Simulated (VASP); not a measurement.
# MgS in VASP: a series of runs

The runs below take MgS through single point, with PBE.

All numbers are computed with VASP 6.6.1; they aren't measurements. Logs are shortened: lines on timing, memory, paths and dates and some standing lists are left out, and cuts for length are marked.

**1. The cell of the first run**

The typed cell holds 8 atoms: a = 3.702 Å, b = 6.945 Å, c = 6.974 Å, α = 90.09°, β = 89.86°, γ = 90.07°.

**2. Single point, PBE**

The input, INCAR:

```
ALGO = Normal
EDIFF = 1E-7
ENCUT = 520
GGA = PE
ISIF = 2
ISMEAR = 0
LASPH = True
LCHARG = False
LREAL = False
LWAVE = False
NBANDS = 26
NELM = 80
PREC = Accurate
SIGMA = 0.1
```

The input, KPOINTS:

```
k-points
0
Gamma
  4 2 2
```

The input, POSCAR:

```
MgS
1.0
   -0.0024143030      0.0046782047      3.7022300573
    6.9454417846     -0.0054918643     -0.0043003760
   -0.0053335027      6.9736895003      0.0086396965
Mg S
4 4
Direct
    0.4927732192      0.6627918907      0.6660407364
    0.2506848612      0.1633165089      0.8347766051
    0.9970823548      0.3368323481      0.3345560298
    0.7597446932      0.8372947471      0.1664377962
    0.9931193655      0.8319713822      0.8310014353
    0.7518627317      0.3316012738      0.6680829699
    0.4968958502      0.1681688166      0.1679133372
    0.2578369244      0.6680230328      0.3311910901
```

Potentials or basis: VASP PAW PBE potentials, release 64 (Mg, S).

The run is started by

```sh
cat potpaw_PBE.64/Mg/POTCAR potpaw_PBE.64/S/POTCAR > POTCAR
mpirun -np 1 vasp_std > vasp.out
```

OUTCAR:

```text
EDIFF = 1E-7
   ENCUT = 520
   GGA = PE
   ISIF = 2
   ISMEAR = 0
   LASPH = True
   LREAL = False
   NELM = 80
   PREC = Accurate

 ion  position               nearest neighbor table
   1  0.493  0.663  0.666-   5 2.47   5 2.48   6 2.49   8 2.49
   2  0.251  0.163  0.835-   6 2.48   6 2.48   5 2.49   7 2.50
   3  0.997  0.337  0.335-   7 2.48   7 2.48   8 2.49   6 2.49
   4  0.760  0.837  0.166-   8 2.47   8 2.48   5 2.49   7 2.50
   5  0.993  0.832  0.831-   1 2.47   1 2.48   2 2.49   4 2.49
   6  0.752  0.332  0.668-   2 2.48   2 2.48   1 2.49   3 2.49
   7  0.497  0.168  0.168-   3 2.48   3 2.48   4 2.50   2 2.50
   8  0.258  0.668  0.331-   4 2.47   4 2.48   3 2.49   1 2.49

  LATTYP: Found a triclinic cell.
 ALAT       =     9.8499957898
 B/A-ratio  =     0.7051216503
 C/A-ratio  =     0.8007429742
 COS(alpha) =     0.0007788145
 COS(beta)  =     0.6256979969
 COS(gamma) =     0.7062234830

  Lattice vectors:

 A1 = (   6.9507752873,  -6.9791813646,  -0.0129400725)
 A2 = (   6.9454417846,  -0.0054918643,  -0.0043003760)
 A3 = (   0.0029191997,  -6.9690112956,   3.6935903608)

Analysis of symmetry for initial positions (statically):
=====================================================================
 Subroutine PRICEL returns:
 Original cell was already a primitive cell.

 Routine SETGRP: Setting up the symmetry group for a
 triclinic supercell.

 Subroutine GETGRP returns: Found  1 space group operations
 (whereof  1 operations were pure point group operations)
 out of a pool of  2 trial point group operations.

The static configuration has the point symmetry C_1 .

Analysis of symmetry for dynamics (positions and initial velocities):
=====================================================================
 Subroutine PRICEL returns:
 Original cell was already a primitive cell.

 Routine SETGRP: Setting up the symmetry group for a
 triclinic supercell.

 Subroutine GETGRP returns: Found  1 space group operations
 (whereof  1 operations were pure point group operations)
 out of a pool of  2 trial point group operations.

The dynamic configuration has the point symmetry C_1 .

 Subroutine INISYM returns: Found  1 space group operations
 (whereof  1 operations are pure point group operations),
 and found     1 'primitive' translations
[... 94 lines left out ...]
   EDIFF  = 0.1E-06   stopping-criterion for ELM
   LREAL  =      F    real-space projection
   EDIFFG = 0.1E-05   stopping-criterion for IOM
   NSW    =      0    number of steps for IOM
   IBRION =     -1    ionic relax: 0-MD 1-quasi-New 2-CG
   NFREE  =      0    steps in history (QN), initial steepest desc. (CG)
   ISIF   =      2    stress and relaxation
   ISYM   =      2    0-nonsym 1-usesym 2-fastsym
   POTIM  = 0.5000    time-step for ionic-motion
   TEBEG  =    0.0;   TEEND  =   0.0 temperature during run
   PSTRESS=    0.0 pullay stress
   NELECT =      32.0000    total number of electrons
   NUPDOWN=      -1.0000    fix difference up-down
   EMIN   =  10.00;   EMAX   =-10.00  energy-range for DOS
   EFERMI =   0.00;   METHOD = LEGACY
   ISMEAR =     0;   SIGMA  =   0.10  broadening in eV -4-tet -1-fermi 0-gaus
   EFERMI_NEDOS =   21; number of points for ismear=-14 and -15
   IALGO  =     38    algorithm
   IMIX   =      4    mixing-type and parameters
     AMIX     =   0.40;   BMIX     =  1.00
     AMIX_MAG =   1.60;   BMIX_MAG =  1.00
  volume/ion in A,a.u.               =      22.41       151.26
  Fermi-wavevector in a.u.,A,eV,Ry     =   0.921687  1.741735 11.558231  0.849506
  Thomas-Fermi vector in A             =   2.047130
   LORBIT       =      0    0 simple, 1 ext, 2 COOP (PROOUT), +10 PAW based schemes
   GGA     = PE    functional components
   LHFCALC =     F    Hartree Fock is set to
   AEXX    =    0.0000 exact exchange contribution
   IVDW    =     0    specifies the selected vdW correction
   LEPSILON=     F    determine dielectric tensor
   LRPA    =     F    only Hartree local field effects (RPA)
 non-spin polarized calculation
 Gauss-broadening in eV      SIGMA  =   0.10
  energy-cutoff  :      520.00
  volume of cell :      179.32
 maximum number of plane-waves:      4864
 NGX is ok and might be reduce to    28
   NGX = 13   NGY = 25   NGZ = 25

 number of electron      31.9999998 magnetization

 Free energy of the ion-electron system (eV)
  ---------------------------------------------------
  ext. energy  EPLUGINS =         0.00000000
  ---------------------------------------------------
  free energy    TOTEN  =       -32.91552750 eV

  energy without entropy =      -32.91552750  energy(sigma->0) =      -32.91552750

 E-fermi :   2.1070     XC(G=0):  -8.4451

 val. band max:        1.6252023822   @ k =   0.0000   0.0000   0.0000
 cond. band min:       4.4644949489   @ k =   0.0000   0.0000   0.0000
 fundamental gap:      2.8392925667
 Fermi energy:         2.1069811314

 k-point     1 :       0.0000    0.0000    0.0000
  band No.  band energies     occupation
      1     -10.1418      2.00000
      2      -9.3710      2.00000
      3      -9.3533      2.00000
      4      -9.3003      2.00000
      5      -2.3656      2.00000
      6      -1.1523      2.00000
[... 337 lines left out ...]
     25       9.3448      0.00000
     26       9.3597      0.00000

------------------------ aborting loop because EDIFF is reached ----------------------------------------

  FORCE on cell =-STRESS in cart. coord.  units (eV):
  Direction    XX          YY          ZZ          XY          YZ          ZX
  --------------------------------------------------------------------------------------
  -------------------------------------------------------------------------------------
  Total       -0.0413154     -0.3247457     -0.2165375      0.0426653     -0.0385764     -0.0106001
  in kB       -0.3691458     -2.9015446     -1.9347234      0.3812072     -0.3446731     -0.0947099
  external PRESSURE =      -1.7351379 kB  Pullay stress =       0.0000000 kB

 VOLUME and BASIS-vectors are now :
 -----------------------------------------------------------------------------
  energy-cutoff  :      520.00
  volume of cell :      179.32
      direct lattice vectors                 reciprocal lattice vectors
    -0.002414303  0.004678205  3.702230057     0.000166977 -0.000334509  0.270108003
     6.945441785 -0.005491864 -0.004300376     0.143979467  0.000110000  0.000093753
    -0.005333503  6.973689500  0.008639697     0.000113274  0.143396429 -0.000181124

 POSITION                                       TOTAL-FORCE (eV/Angst)
 -----------------------------------------------------------------------------------
      4.59864      4.64343      1.82726         0.003513     -0.007347     -0.001853
      1.12925      5.82175      0.93460         0.001704      0.002607      0.019006
      2.33526      2.33590      3.69287         0.007069      0.005595     -0.018342
      5.81266      1.15964      2.81059         0.002639     -0.009658     -0.005040
      5.77158      5.79522      3.68036        -0.019519     -0.002003      0.003727
      2.29774      4.66070      2.78791        -0.011427      0.010265      0.003219
      1.16591      1.17238      1.84035         0.003297      0.005936      0.005212
      4.63733      2.30716      0.95456         0.012725     -0.005395     -0.005928
 -----------------------------------------------------------------------------------
    total drift:                               -0.000010     -0.000052      0.000057

  FREE ENERGIE OF THE ION-ELECTRON SYSTEM (eV)
  ---------------------------------------------------
  free  energy   TOTEN  =       -32.9155275032 eV

  energy  without entropy=      -32.9155275032  energy(sigma->0) =      -32.91552750
```

stdout:

```text
POSCAR found type information on POSCAR MgS
 POSCAR found :  2 types and       8 ions
 scaLAPACK will be used
 LDA part: xc-table for (Slater+PW92), standard interpolation
 POSCAR, INCAR and KPOINTS ok, starting setup
 FFT: planning ... GRIDC
 FFT: planning ... GRID_SOFT
 FFT: planning ... GRID
 WAVECAR not read
 entering main loop
```

It took 40 s on 1 thread of Intel Xeon Platinum 8559C (Emerald Rapids), shared host; peak memory 0.27 GiB.

What came out:

| Property | Result |
| --- | --- |
| Free energy | -32.9155 eV |
| Pressure | -0.2 GPa |
| Largest force | 0.020 eV/Å |
| Band gap on the k mesh | 2.84 eV, direct |

Forces on the atoms (eV/Å):
```
Mg   0.004 -0.007 -0.002
Mg   0.002  0.003  0.019
Mg   0.007  0.006 -0.018
Mg   0.003 -0.010 -0.005
S   -0.020 -0.002  0.004
S   -0.011  0.010  0.003
S    0.003  0.006  0.005
S    0.013 -0.005 -0.006
```

Stress tensor (GPa, compression positive):
```
-0.04  0.04 -0.01
 0.04 -0.29 -0.03
-0.01 -0.03 -0.19
```

Caveat: the k points lie up to 0.45 Å⁻¹ apart. PBE gaps usually lie below the measured ones, often by a third to a half.

**3. Single point, PBE**

This run uses another cell than the first one, of 19.43 Å³/atom, 0.867 times its volume.

The input, INCAR:

```
  PREC = Accurate
  ENCUT = 520
  EDIFF = 1E-6
  ISMEAR = 0
  SIGMA = 0.1
  LREAL = F
  LASPH = T
  NELM = 100
  ALGO = Normal
  ISIF = 2
  LWAVE = F
  LCHARG = T
  GGA = PE
  LELF = T
  LVHAR = T
  NBANDS = 26
```

The input, KPOINTS:

```
regular mesh
0
Gamma
  4 4 6
```

The input, POSCAR:

```
MgS
1.0
    6.5783118100      0.0000000000      0.0000000000
    0.0000000000      6.5783118100      0.0000000000
    0.0000000000      0.0000000000      3.5911843500
Mg S
4 4
Direct
    0.6692432600      0.6692432600      0.5000000000
    0.1692432600      0.8307567400      0.2500000000
    0.3307567400      0.3307567400      0.0000000000
    0.8307567400      0.1692432600      0.7500000000
    0.8307567400      0.8307567400      0.0000000000
    0.3307567400      0.6692432600      0.7500000000
    0.1692432600      0.1692432600      0.5000000000
    0.6692432600      0.3307567400      0.2500000000
```

Potentials or basis: VASP PAW PBE potentials, release 64 (Mg, S).

The run is started by

```sh
cat potpaw_PBE.64/Mg/POTCAR potpaw_PBE.64/S/POTCAR > POTCAR
mpirun -np 1 vasp_std > vasp.out
```

It took 64 s on 1 thread of Intel Xeon Platinum 8559C (Emerald Rapids), shared host; peak memory 0.28 GiB.

It converged, with:

```yaml
Free_energy: -32.2089 eV
Pressure: 10.6 GPa
Largest_force: 0.425 eV/Å
Band_gap_on_the_k_mesh: 3.40 eV, indirect (least direct gap 3.45 eV)
```

Forces in eV/Å, atoms in the order of the input:
```
Mg  -0.301 -0.301  0.000
Mg  -0.301  0.301  0.000
Mg   0.301  0.301  0.000
Mg   0.301 -0.301  0.000
S    0.197  0.197  0.000
S    0.197 -0.197  0.000
S   -0.197 -0.197  0.000
S   -0.197  0.197  0.000
```

Stress tensor (GPa, compression positive):
```
10.52  0.00  0.00
 0.00 10.52  0.00
 0.00  0.00 10.83
```

Levels at points of the mesh, in eV from the valence-band top:
```tsv
k point	band 14	band 15	band 16	band 17	band 18	band 19
(0.00, 0.00, 0.00)	-0.13	-0.13	-0.04	3.40	5.09	5.09
(0.50, 0.00, 0.00)	-0.49	-0.28	-0.28	4.51	4.51	5.41
(0.50, 0.50, 0.00)	-0.29	-0.29	-0.29	4.27	4.27	5.24
(0.00, 0.00, 0.50)	-0.95	-0.67	-0.67	3.47	3.47	5.54
(0.50, 0.00, 0.50)	-1.00	-0.41	-0.41	4.11	4.11	5.13
(0.50, 0.50, 0.50)	-0.89	-0.89	-0.89	4.50	4.50	4.50
```
